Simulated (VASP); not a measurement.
# SiC (P6_3mc) in VASP: a series of runs, part 2 of 2

VASP 6.6.1. Earlier steps stand in the parts before.

## (3) Single point, PBE

INCAR reads:

```
ALGO = Normal
EDIFF = 1E-7
ENCUT = 520
GGA = PE
ISIF = 2
ISMEAR = -1
LASPH = T
LCHARG = F
LREAL = F
LWAVE = F
NBANDS = 16
NELM = 60
PREC = Accurate
SIGMA = 0.02
```

KPOINTS reads:

```
k-points
0
Gamma
  12 12 6
```

POSCAR reads:

```
SiC
1.0
    3.0753562471      0.0000000000      0.0000000000
   -1.5376781236      2.6633366356      0.0000000000
    0.0000000000      0.0000000000      5.0481080958
Si C
2 2
Direct
    0.3333333333      0.6666666667     -0.0004084052
    0.6666666667      0.3333333333      0.4995915948
    0.3333333333      0.6666666667      0.3754084052
    0.6666666667      0.3333333333      0.8754084052
```

Potentials or basis: VASP PAW PBE potentials, release 64 (Si, C).

Started as:

```console
$ cat potpaw_PBE.64/Si/POTCAR potpaw_PBE.64/C/POTCAR > POTCAR
$ mpirun -np 1 vasp_std > vasp.out
```

OUTCAR:

```text
EDIFF = 1E-7
   ENCUT = 520
   GGA = PE
   ISIF = 2
   ISMEAR = -1
   LASPH = T
   LREAL = F
   NELM = 60
   PREC = Accurate

 ion  position               nearest neighbor table
   1  0.333  0.667  1.000-   4 1.88   4 1.88   4 1.88   3 1.90   2 3.09   2 3.09   2 3.09   2 3.09
                             2 3.09   2 3.09
   2  0.667  0.333  0.500-   3 1.88   3 1.88   3 1.88   4 1.90   1 3.09   1 3.09   1 3.09   1 3.09
                             1 3.09   1 3.09
   3  0.333  0.667  0.375-   2 1.88   2 1.88   2 1.88   1 1.90
   4  0.667  0.333  0.875-   1 1.88   1 1.88   1 1.88   2 1.90

  LATTYP: Found a hexagonal cell.
 ALAT       =     3.0753562471
 C/A-ratio  =     1.6414710005

  Lattice vectors:

 A1 = (   3.0753562471,   0.0000000000,   0.0000000000)
 A2 = (  -1.5376781236,   2.6633366356,   0.0000000000)
 A3 = (   0.0000000000,   0.0000000000,   5.0481080958)

Analysis of symmetry for initial positions (statically):
=====================================================================
 Subroutine PRICEL returns:
 Original cell was already a primitive cell.

 Routine SETGRP: Setting up the symmetry group for a
 hexagonal supercell.

 Subroutine GETGRP returns: Found 12 space group operations
 (whereof  6 operations were pure point group operations)
 out of a pool of 24 trial point group operations.

The static configuration has the point symmetry C_3v.
 The point group associated with its full space group is C_6v.

Analysis of symmetry for dynamics (positions and initial velocities):
=====================================================================
 Subroutine PRICEL returns:
 Original cell was already a primitive cell.

 Routine SETGRP: Setting up the symmetry group for a
 hexagonal supercell.

[... 120 lines left out ...]
   NELECT =      16.0000    total number of electrons
   NUPDOWN=      -1.0000    fix difference up-down
   EMIN   =  10.00;   EMAX   =-10.00  energy-range for DOS
   EFERMI =   0.00;   METHOD = LEGACY
   ISMEAR =    -1;   SIGMA  =   0.02  broadening in eV -4-tet -1-fermi 0-gaus
   EFERMI_NEDOS =   21; number of points for ismear=-14 and -15
   IALGO  =     38    algorithm
   IMIX   =      4    mixing-type and parameters
     AMIX     =   0.40;   BMIX     =  1.00
     AMIX_MAG =   1.60;   BMIX_MAG =  1.00
  volume/ion in A,a.u.               =      10.34        69.76
  Fermi-wavevector in a.u.,A,eV,Ry     =   1.192975  2.254396 19.363676  1.423190
  Thomas-Fermi vector in A             =   2.329001
   LORBIT       =      0    0 simple, 1 ext, 2 COOP (PROOUT), +10 PAW based schemes
   GGA     = PE    functional components
   LHFCALC =     F    Hartree Fock is set to
   AEXX    =    0.0000 exact exchange contribution
   IVDW    =     0    specifies the selected vdW correction
   LEPSILON=     F    determine dielectric tensor
   LRPA    =     F    only Hartree local field effects (RPA)
 non-spin polarized calculation
  energy-cutoff  :      520.00
  volume of cell :       41.35
 maximum number of plane-waves:      1126
 NGX is ok and might be reduce to    24
   NGX = 11   NGY = 11   NGZ = 19

 number of electron      16.0000000 magnetization

 Free energy of the ion-electron system (eV)
  ---------------------------------------------------
  ext. energy  EPLUGINS =         0.00000000
  ---------------------------------------------------
  free energy    TOTEN  =       -30.10310638 eV

  energy without entropy =      -30.10310638  energy(sigma->0) =      -30.10310638

 E-fermi :   8.6737     XC(G=0): -11.3520

 val. band max:        8.2643915924   @ k =   0.0000   0.0000   0.0000
 cond. band min:      10.5380556025   @ k =   0.3333   0.3333   0.0000
 fundamental gap:      2.2736640101
 Fermi energy:         8.6736748825

 k-point     1 :       0.0000    0.0000    0.0000
  band No.  band energies     occupation
      1      -7.3083      2.00000
      2      -3.7417      2.00000
      3      -0.4360      2.00000
      4       6.9484      2.00000
      5       6.9484      2.00000
      6       8.1517      2.00000
[... 433 lines left out ...]
      3       0.9364      2.00000
      4       2.6224      2.00000
      5       3.4855      2.00000
      6       5.4161      2.00000
[... 8 lines left out ...]
     15      19.5749      0.00000
     16      20.3292      0.00000

 [... further k-points ...]
[... 5 lines left out ...]
  --------------------------------------------------------------------------------------
  -------------------------------------------------------------------------------------
  Total        0.9067970      0.9067970      0.8612229     -0.0000000      0.0000000     -0.0000000
  in kB       35.1374735     35.1374735     33.3715225     -0.0000000      0.0000000     -0.0000000
  external PRESSURE =      34.5488232 kB  Pullay stress =       0.0000000 kB

 VOLUME and BASIS-vectors are now :
 -----------------------------------------------------------------------------
  energy-cutoff  :      520.00
  volume of cell :       41.35
      direct lattice vectors                 reciprocal lattice vectors
     3.075356247  0.000000000  0.000000000     0.325165581  0.187734436  0.000000000
    -1.537678124  2.663336636  0.000000000     0.000000000  0.375468871  0.000000000
     0.000000000  0.000000000  5.048108096     0.000000000  0.000000000  0.198094015

 POSITION                                       TOTAL-FORCE (eV/Angst)
 -----------------------------------------------------------------------------------
     -0.00000      1.77556      5.04605        -0.000000      0.000000      0.003133
      1.53768      0.88778      2.52199        -0.000000      0.000000      0.003133
     -0.00000      1.77556      1.89510         0.000000     -0.000000     -0.003133
      1.53768      0.88778      4.41916        -0.000000      0.000000     -0.003133
 -----------------------------------------------------------------------------------
    total drift:                               -0.000000      0.000000     -0.000127

  FREE ENERGIE OF THE ION-ELECTRON SYSTEM (eV)
  ---------------------------------------------------
  free  energy   TOTEN  =       -30.1031063823 eV

  energy  without entropy=      -30.1031063823  energy(sigma->0) =      -30.10310638
```

OSZICAR:

```text
N       E                     dE             d eps       ncg     rms          rms(c)
DAV:   1     0.261370631687E+02    0.26137E+02   -0.72037E+03  2432   0.896E+02
DAV:   2    -0.312730374036E+02   -0.57410E+02   -0.52368E+02  3512   0.158E+02
DAV:   3    -0.338126347703E+02   -0.25396E+01   -0.25286E+01  3200   0.305E+01
DAV:   4    -0.338312986981E+02   -0.18664E-01   -0.18661E-01  2992   0.321E+00
DAV:   5    -0.338314843286E+02   -0.18563E-03   -0.18563E-03  3168   0.302E-01    0.125E+01
DAV:   6    -0.301910299835E+02    0.36405E+01   -0.65249E+00  3064   0.157E+01    0.563E+00
DAV:   7    -0.301210527692E+02    0.69977E-01   -0.11265E+00  3448   0.617E+00    0.249E+00
DAV:   8    -0.301043671665E+02    0.16686E-01   -0.47662E-02  2768   0.139E+00    0.629E-01
DAV:   9    -0.301027653769E+02    0.16018E-02   -0.76106E-03  3136   0.591E-01    0.123E-01
DAV:  10    -0.301030783791E+02   -0.31300E-03   -0.10220E-03  2968   0.185E-01    0.573E-02
DAV:  11    -0.301031047609E+02   -0.26382E-04   -0.95556E-05  2856   0.695E-02    0.136E-02
DAV:  12    -0.301031058403E+02   -0.10794E-05   -0.66265E-06  3088   0.163E-02    0.404E-03
DAV:  13    -0.301031063762E+02   -0.53582E-06   -0.48612E-07  3080   0.456E-03    0.252E-03
DAV:  14    -0.301031063823E+02   -0.61136E-08   -0.29061E-08  1832   0.115E-03
   1 F= -.30103106E+02 E0= -.30103106E+02  d E =-.294196E-11
```

It took 70 s on 1 thread of Intel Xeon 8259CL, shared host; peak memory 0.18 GiB.

Results:

```yaml
Free_energy: -30.1031 eV
Pressure: 3.5 GPa
Largest_force: 0.003 eV/Å
Band_gap_on_the_k_mesh: 2.27 eV, indirect (least direct gap 3.97 eV)
```

Forces on the atoms (eV/Å):
```
Si   0.000  0.000  0.003
Si   0.000  0.000  0.003
C    0.000  0.000 -0.003
C    0.000  0.000 -0.003
```

Levels at points of the mesh, in eV from the valence-band top:
```tsv
k point	band 5	band 6	band 7	band 8	band 9	band 10	band 11	band 12
(0.00, 0.00, 0.00)	-1.32	-0.11	0.00	0.00	4.81	6.21	6.67	6.67
(0.50, 0.00, 0.00)	-5.43	-3.32	-3.29	-1.20	2.78	4.22	6.88	7.13
(0.00, 0.00, 0.50)	-0.71	-0.71	-0.71	-0.71	5.90	5.90	7.35	7.35
(0.50, 0.00, 0.50)	-2.44	-2.44	-2.33	-2.33	3.29	3.29	5.26	5.26
```

## (4) Single point, LDA

INCAR reads:

```
ALGO     = Normal         # electronic algorithm
EDIFF    = 1E-7           # SCF threshold, eV
ENCUT    = 520            # plane-wave cutoff, eV
ISIF     = 2              # what is computed and relaxed
ISMEAR   = 0              # smearing method
LASPH    = True           # aspherical terms in the spheres
LCHARG   = True           # write CHGCAR
LELF     = True           # ELF
LREAL    = False          # projectors in reciprocal space
LVHAR    = True         
LWAVE    = False          # write WAVECAR
NBANDS   = 16             # bands
NELM     = 80             # most SCF steps
PREC     = Accurate       # precision mode
SIGMA    = 0.01           # smearing width, eV
```

KPOINTS is that of step 3.

POSCAR is that of step 3.

Potentials or basis: VASP PAW LDA potentials, release 64 (Si, C).

Started as:

```console
$ cat potpaw_LDA.64/Si/POTCAR potpaw_LDA.64/C/POTCAR > POTCAR
$ mpirun -np 1 vasp_std > vasp.out
```

Wall time 65 s (1 thread of Intel Xeon 8259CL, shared host); peak memory 0.16 GiB.

It converged, with:

```
Free energy            : -33.2680 eV
Pressure               : -3.8 GPa
Band gap on the k mesh : 2.15 eV, indirect (least direct gap 3.88 eV)
```

Levels at points of the mesh, in eV from the valence-band top:
```
           k point  band 6  band 7  band 8  band 9  band 10  band 11
(0.00, 0.00, 0.00)   -0.11    0.00    0.00    4.77     6.23     6.56
(0.50, 0.00, 0.00)   -3.33   -3.32   -1.20    2.68     4.14     6.81
(0.00, 0.00, 0.50)   -0.71   -0.71   -0.71    5.84     5.84     7.25
(0.50, 0.00, 0.50)   -2.45   -2.33   -2.33    3.21     3.21     5.15
```

A k mesh can miss the band edges. LDA gaps usually lie below the measured ones, often by a third to a half.

## (5) Summary

```tsv
level	potentials or basis	cell	k mesh	smearing	gap on the mesh (eV)	pressure (GPa)
PBEsol	VASP PAW PBE potentials, release 64 (Si, C)	a = 3.076, b = 3.076, c = 5.048 Å, angles 90.0, 90.0, 120.0°, 4 atoms	12 × 12 × 4	fermi-dirac 0.02 eV	2.12	0.3
PBE	VASP PAW PBE potentials, release 64 (Si, C)	a = 3.075, b = 3.075, c = 5.048 Å, angles 90.0, 90.0, 120.0°, 4 atoms	12 × 12 × 6	fermi-dirac 0.02 eV	2.27	3.5
LDA	VASP PAW LDA potentials, release 64 (Si, C)	a = 3.075, b = 3.075, c = 5.048 Å, angles 90.0, 90.0, 120.0°, 4 atoms	12 × 12 × 6	gaussian 0.01 eV	2.15	-3.8
```

Alike in all rows: task single point; no spin polarisation; cutoff (eV) 520.

Caveats: the PAW data sets were made with another functional, which shifts forces and pressure a little (some runs).

Total energies depend on the potentials used, so only differences within one code and one set of settings carry meaning.
